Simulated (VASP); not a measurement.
# Zn (P6_3/mmc) in VASP: a series of runs

Runs on Zn. Level: PBEsol. Tasks: single point.

All numbers are computed with VASP 6.6.1; they aren't measurements. Logs are shortened: lines on timing, memory, paths and dates and some standing lists are left out, and cuts for length are marked.

**1. The cell of the first run**

The structure is hexagonal, space group P6_3/mmc (No. 194). Conventional cell: a = 2.619 Å, b = 2.619 Å, c = 4.827 Å, α = 90.00°, β = 90.00°, γ = 120.00°. Within 3.5 Å of Zn (site symmetry -6m2) lie 12 Zn at 2.62 to 2.85 Å.

**2. Single point, PBEsol (biaxial strain in the a-b plane: +1.0 %, then relaxed in part)**

Contents of INCAR:

```
PREC     = Accurate       # precision mode
ENCUT    = 520            # plane-wave cutoff, eV
EDIFF    = 1E-6           # SCF threshold, eV
ISMEAR   = 0              # smearing method
SIGMA    = 0.1            # smearing width, eV
LREAL    = False          # projectors in reciprocal space
LASPH    = True           # aspherical terms in the spheres
NELM     = 60             # most SCF steps
ALGO     = Fast           # electronic algorithm
ISIF     = 2              # what is computed and relaxed
LWAVE    = False          # write WAVECAR
LCHARG   = True           # write CHGCAR
GGA      = PS             # functional
LELF     = True           # ELF
LVHAR    = True         
NBANDS   = 19             # bands
```

Contents of KPOINTS:

```
Automatic mesh
0
Gamma
  24 24 12
```

Contents of POSCAR:

```
Zn
1.0
    2.6186300486      0.0000000000      0.0000000000
   -1.3093150243      2.2678001452      0.0000000000
    0.0000000000      0.0000000000      4.8268351917
Zn
2
Direct
    0.3333333333      0.6666666667      0.2500000000
    0.6666666667      0.3333333333      0.7500000000
```

Potentials or basis: VASP PAW PBE potentials, release 64 (Zn).

Launch:

```sh
cat potpaw_PBE.64/Zn/POTCAR > POTCAR
mpirun -np 1 vasp_std > vasp.out
```

OUTCAR:

```text
PREC = Accurate
   ENCUT = 520
   EDIFF = 1E-6
   ISMEAR = 0
   LREAL = False
   LASPH = True
   NELM = 60
   ISIF = 2
   GGA = PS

 ion  position               nearest neighbor table
   1  0.333  0.667  0.250-   2 2.85   2 2.85   2 2.85   2 2.85   2 2.85   2 2.85
   2  0.667  0.333  0.750-   1 2.85   1 2.85   1 2.85   1 2.85   1 2.85   1 2.85

  LATTYP: Found a hexagonal cell.
 ALAT       =     2.6186300486
 C/A-ratio  =     1.8432673200

  Lattice vectors:

 A1 = (   2.6186300486,   0.0000000000,   0.0000000000)
 A2 = (  -1.3093150243,   2.2678001452,   0.0000000000)
 A3 = (   0.0000000000,   0.0000000000,   4.8268351917)

Analysis of symmetry for initial positions (statically):
=====================================================================
 Subroutine PRICEL returns:
 Original cell was already a primitive cell.

 Routine SETGRP: Setting up the symmetry group for a
 hexagonal supercell.

 Subroutine GETGRP returns: Found 24 space group operations
 (whereof 12 operations were pure point group operations)
 out of a pool of 24 trial point group operations.

The static configuration has the point symmetry D_3d.
 The point group associated with its full space group is D_6h.

Analysis of symmetry for dynamics (positions and initial velocities):
=====================================================================
 Subroutine PRICEL returns:
 Original cell was already a primitive cell.

 Routine SETGRP: Setting up the symmetry group for a
 hexagonal supercell.

 Subroutine GETGRP returns: Found 24 space group operations
 (whereof 12 operations were pure point group operations)
 out of a pool of 24 trial point group operations.

The dynamic configuration has the point symmetry D_3d.
 The point group associated with its full space group is D_6h.

 Subroutine INISYM returns: Found 24 space group operations
 (whereof 12 operations are pure point group operations),
 and found     1 'primitive' translations

----------------------------------------------------------------------------------------

                                     Primitive cell

  volume of cell :      28.6643

  direct lattice vectors                    reciprocal lattice vectors
     2.618630049  0.000000000  0.000000000     0.381879067  0.220477982  0.000000000
    -1.309315024  2.267800145  0.000000000     0.000000000  0.440955964  0.000000000
     0.000000000  0.000000000  4.826835192     0.000000000  0.000000000  0.207175087

  length of vectors
     2.618630049  2.618630049  4.826835192     0.440955964  0.440955964  0.207175087

  position of ions in fractional coordinates (direct lattice)
     0.333333333  0.666666667  0.250000000
     0.666666667  0.333333333  0.750000000

  ion indices of the primitive-cell ions
   primitive index   ion index
                 1           1
                 2           2

----------------------------------------------------------------------------------------

 KPOINTS: Automatic mesh

Automatic generation of k-mesh.
 Grid dimensions read from file:
 generate k-points for:   24   24   12

 Generating k-lattice:

  Cartesian coordinates                     Fractional coordinates (reciprocal lattice)
     0.015911628  0.009186583  0.000000000     0.041666667 -0.000000000  0.000000000
     0.000000000  0.018373165  0.000000000     0.000000000  0.041666667  0.000000000
     0.000000000  0.000000000  0.017264591     0.000000000  0.000000000  0.083333333

  Length of vectors
     0.018373165  0.018373165  0.017264591

  Shift w.r.t. Gamma in fractional coordinates (k-lattice)
     0.000000000  0.000000000  0.000000000

 Subroutine IBZKPT returns following result:
 ===========================================

 Found    427 irreducible k-points:

 Following reciprocal coordinates:
            Coordinates               Weight
  0.000000  0.000000  0.000000      1.000000
  0.041667  0.000000  0.000000      6.000000
  0.083333  0.000000  0.000000      6.000000
  0.125000  0.000000  0.000000      6.000000
  0.166667  0.000000  0.000000      6.000000
  0.208333  0.000000  0.000000      6.000000
[... 16 lines left out ...]
  0.416667  0.041667  0.000000     12.000000
  0.458333  0.041667  0.000000     12.000000
 [... further k-points ...]
   k-points           NKPTS =    427   k-points in BZ     NKDIM =    427   number of bands    NBANDS=     19
   number of dos      NEDOS =    301   number of ions     NIONS =      2
   total plane-waves  NPLWV =  14400
   dimension x,y,z NGX =    20 NGY =   20 NGZ =   36
   dimension x,y,z NGXF=    40 NGYF=   40 NGZF=   72
   ions per type =               2
   NGX,Y,Z   is equivalent  to a cutoff of  12.70, 12.70, 12.40 a.u.
   NGXF,Y,Z  is equivalent  to a cutoff of  25.39, 25.39, 24.80 a.u.
 SYSTEM =  unknown system
   PREC   = accura    normal or accurate (medium, high low for compatibility)
   ISTART =      0    job   : 0-new  1-cont  2-samecut
   ICHARG =      2    charge: 1-file 2-atom 10-const
   ISPIN  =      1    spin polarized calculation?
   LNONCOLLINEAR =      F non collinear calculations
   LSORBIT =      F    spin-orbit coupling
   LASPH  =      T    aspherical Exc in radial PAW
   ENCUT  =  520.0 eV  38.22 Ry    6.18 a.u.   4.87  4.87  8.97*2*pi/ulx,y,z
   NELM   =     60;   NELMIN=  2; NELMDL= -5     # of ELM steps
   EDIFF  = 0.1E-05   stopping-criterion for ELM
   LREAL  =      F    real-space projection
   EDIFFG = 0.1E-04   stopping-criterion for IOM
   NSW    =      0    number of steps for IOM
   IBRION =     -1    ionic relax: 0-MD 1-quasi-New 2-CG
   NFREE  =      0    steps in history (QN), initial steepest desc. (CG)
   ISIF   =      2    stress and relaxation
   ISYM   =      2    0-nonsym 1-usesym 2-fastsym
   POTIM  = 0.5000    time-step for ionic-motion
   TEBEG  =    0.0;   TEEND  =   0.0 temperature during run
   PSTRESS=    0.0 pullay stress
   NELECT =      24.0000    total number of electrons
   NUPDOWN=      -1.0000    fix difference up-down
   EMIN   =  10.00;   EMAX   =-10.00  energy-range for DOS
   EFERMI =   0.00;   METHOD = LEGACY
   ISMEAR =     0;   SIGMA  =   0.10  broadening in eV -4-tet -1-fermi 0-gaus
   EFERMI_NEDOS =   21; number of points for ismear=-14 and -15
   IALGO  =     68    algorithm
   IMIX   =      4    mixing-type and parameters
     AMIX     =   0.40;   BMIX     =  1.00
     AMIX_MAG =   1.60;   BMIX_MAG =  1.00
  volume/ion in A,a.u.               =      14.33        96.72
  Fermi-wavevector in a.u.,A,eV,Ry     =   1.542996  2.915840 32.393246  2.380836
  Thomas-Fermi vector in A             =   2.648721
   LORBIT       =      0    0 simple, 1 ext, 2 COOP (PROOUT), +10 PAW based schemes
   GGA     = PS    functional components
   LHFCALC =     F    Hartree Fock is set to
   AEXX    =    0.0000 exact exchange contribution
   IVDW    =     0    specifies the selected vdW correction
   LEPSILON=     F    determine dielectric tensor
   LRPA    =     F    only Hartree local field effects (RPA)
 non-spin polarized calculation
 RMM-DIIS sequential band-by-band and
 Gauss-broadening in eV      SIGMA  =   0.10
  energy-cutoff  :      520.00
  volume of cell :       28.66
 maximum number of plane-waves:       792
 NGX is ok and might be reduce to    20
   NGX =  9   NGY =  9   NGZ = 17

 number of electron      24.0000039 magnetization

 Free energy of the ion-electron system (eV)
  ---------------------------------------------------
  ext. energy  EPLUGINS =         0.00000000
  ---------------------------------------------------
  free energy    TOTEN  =        -3.16996045 eV

  energy without entropy =       -3.16745229  energy(sigma->0) =       -3.16870637

 E-fermi :   3.4204     XC(G=0): -12.0175

 val. band max:        3.4089841079   @ k =   0.3333   0.3333   0.0000
 cond. band min:       3.4248124040   @ k =   0.3333   0.2917   0.0000
 fundamental gap:      0.0158282961
 Fermi energy:         3.4204316312

 k-point     1 :       0.0000    0.0000    0.0000
  band No.  band energies     occupation
      1      -7.5263      2.00000
      2      -5.4840      2.00000
      3      -4.6844      2.00000
      4      -4.4371      2.00000
      5      -4.4371      2.00000
      6      -4.3784      2.00000
[... 11 lines left out ...]
     18      23.0561      0.00000
     19      23.0817      0.00000

 k-point     2 :       0.0417    0.0000    0.0000
  band No.  band energies     occupation
      1      -7.4729      2.00000
      2      -5.4592      2.00000
      3      -4.6786      2.00000
      4      -4.4429      2.00000
      5      -4.4237      2.00000
      6      -4.3849      2.00000
[... 11 lines left out ...]
     18      22.3316      0.00000
     19      23.7197      0.00000

 k-point     3 :       0.0833    0.0000    0.0000
  band No.  band energies     occupation
      1      -7.3134      2.00000
      2      -5.3882      2.00000
      3      -4.6635      2.00000
      4      -4.4575      2.00000
      5      -4.4016      2.00000
      6      -4.3842      2.00000
[... 11 lines left out ...]
     18      21.9260      0.00000
     19      24.2060      0.00000

 k-point     4 :       0.1250    0.0000    0.0000
  band No.  band energies     occupation
      1      -7.0517      2.00000
      2      -5.2823      2.00000
      3      -4.6476      2.00000
      4      -4.4756      2.00000
      5      -4.4146      2.00000
      6      -4.3207      2.00000
[... 407 lines left out ...]
     18      19.0338      0.00000
     19      19.3744      0.00000

 k-point    23 :       0.4167    0.0417    0.0000
  band No.  band energies     occupation
      1      -5.2307      2.00000
      2      -5.1441      2.00000
      3      -4.9735      2.00000
      4      -4.4311      2.00000
      5      -4.2981      2.00000
      6      -4.2821      2.00000
[... 11 lines left out ...]
     18      18.8947      0.00000
     19      19.1102      0.00000

 k-point    24 :       0.4583    0.0417    0.0000
  band No.  band energies     occupation
      1      -5.2449      2.00000
      2      -5.1535      2.00000
      3      -4.9955      2.00000
      4      -4.4453      2.00000
      5      -4.2913      2.00000
      6      -4.2765      2.00000
[... 11 lines left out ...]
     18      18.8259      0.00000
     19      18.9758      0.00000

 [... further k-points ...]

------------------------ aborting loop because EDIFF is reached ----------------------------------------

  FORCE on cell =-STRESS in cart. coord.  units (eV):
  Direction    XX          YY          ZZ          XY          YZ          ZX
  --------------------------------------------------------------------------------------
  -------------------------------------------------------------------------------------
  Total       -0.1146438     -0.1146438      0.1403911      0.0000000      0.0000000      0.0000000
  in kB       -6.4079618     -6.4079618      7.8470932      0.0000000      0.0000000      0.0000000
  external PRESSURE =      -1.6562768 kB  Pullay stress =       0.0000000 kB

 VOLUME and BASIS-vectors are now :
 -----------------------------------------------------------------------------
  energy-cutoff  :      520.00
  volume of cell :       28.66
      direct lattice vectors                 reciprocal lattice vectors
     2.618630049  0.000000000  0.000000000     0.381879067  0.220477982  0.000000000
    -1.309315024  2.267800145  0.000000000     0.000000000  0.440955964  0.000000000
     0.000000000  0.000000000  4.826835192     0.000000000  0.000000000  0.207175087

 POSITION                                       TOTAL-FORCE (eV/Angst)
 -----------------------------------------------------------------------------------
     -0.00000      1.51187      1.20671        -0.000000     -0.000000      0.000000
      1.30932      0.75593      3.62013         0.000000      0.000000      0.000000
 -----------------------------------------------------------------------------------
    total drift:                               -0.000000      0.000000      0.000000

  FREE ENERGIE OF THE ION-ELECTRON SYSTEM (eV)
  ---------------------------------------------------
  free  energy   TOTEN  =        -3.1699604461 eV

  energy  without entropy=       -3.1674522917  energy(sigma->0) =       -3.16870637
```

It took 3 min on 1 thread of Intel Xeon Platinum 8259CL at 2.50GHz (Skylake/Cascade Lake), shared host; peak memory 0.29 GiB.

What came out:

```
Free energy            : -3.1700 eV
Pressure               : -0.2 GPa
Band gap on the k mesh : zero (band 12 reaches 4.79 eV, above the bottom of band 13 at 0.47 eV)
```

Levels at points of the mesh, in eV from the Fermi level:
| k point | band 8 | band 9 | band 10 | band 11 | band 12 | band 13 | band 14 | band 15 | band 16 | band 17 |
| --- | --- | --- | --- | --- | --- | --- | --- | --- | --- | --- |
| (0.00, 0.00, 0.00) | -7.44 | -7.44 | -7.20 | -7.20 | -3.97 | -2.95 | 14.35 | 17.99 | 17.99 | 18.01 |
| (0.50, 0.00, 0.00) | -7.21 | -7.01 | -6.99 | -3.11 | -2.29 | 2.76 | 3.54 | 4.44 | 5.81 | 10.34 |
| (0.00, 0.00, 0.50) | -7.85 | -7.30 | -7.30 | -7.30 | -7.30 | 4.86 | 4.86 | 19.38 | 19.38 | 19.38 |
| (0.50, 0.00, 0.50) | -7.23 | -7.00 | -7.00 | -2.12 | -2.12 | 0.17 | 0.17 | 10.57 | 10.57 | 12.28 |

Caveat: the cell differs from its parent crystal (biaxial strain in the a-b plane: +1.0 %, then relaxed in part); the PAW data sets were made with another functional, which shifts forces and pressure a little.

[end of part 1 of 2]
